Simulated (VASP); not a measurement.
Here is a VASP 6.6.1 calculation.

Contents of INCAR:

```
ALGO = Normal ; EDIFF = 1E-7
ENCUT = 520 ; GGA = PE
ISIF = 2 ; ISMEAR = 0
ISPIN = 2 ; IVDW = 12
LASPH = T ; LCHARG = T
LELF = T ; LMAXMIX = 4
LORBIT = 11 ; LREAL = F
LVHAR = T ; LWAVE = F
MAGMOM = 1.14 -1.14 ; NBANDS = 23
NELM = 150 ; PREC = Accurate
SIGMA = 0.1
```

File KPOINTS:

```
k-points
0
Gamma
  8 8 8
```

POSCAR

```
Cr
1.0
    2.8322543959      0.0000000000      0.0000000000
    0.0000000000      2.8322543959      0.0000000000
    0.0000000000      0.0000000000      2.8322543959
Cr
2
Direct
    0.0000000000      0.0000000000      0.0000000000
    0.5000000000      0.5000000000      0.5000000000
```

Potentials or basis: VASP PAW PBE potentials, release 64 (Cr_pv).

The run is started by

```sh
$ cat potpaw_PBE.64/Cr_pv/POTCAR > POTCAR
$ mpirun -np 1 vasp_std > vasp.out
```

Task: Estimate the dispersion energy per atom.

Result: -0.504 eV.

Task: Predict the net moment.

Result: 0.00 μB per cell.

Task: Estimate the site moments.

Result: Cr +0.91, -0.91 μB.

Caveat: an empty level that is flat over the whole mesh can mark a ghost state of the potentials, or a narrow d or f band; the antiferromagnetic order is the one typed at the start, and another may lie lower.
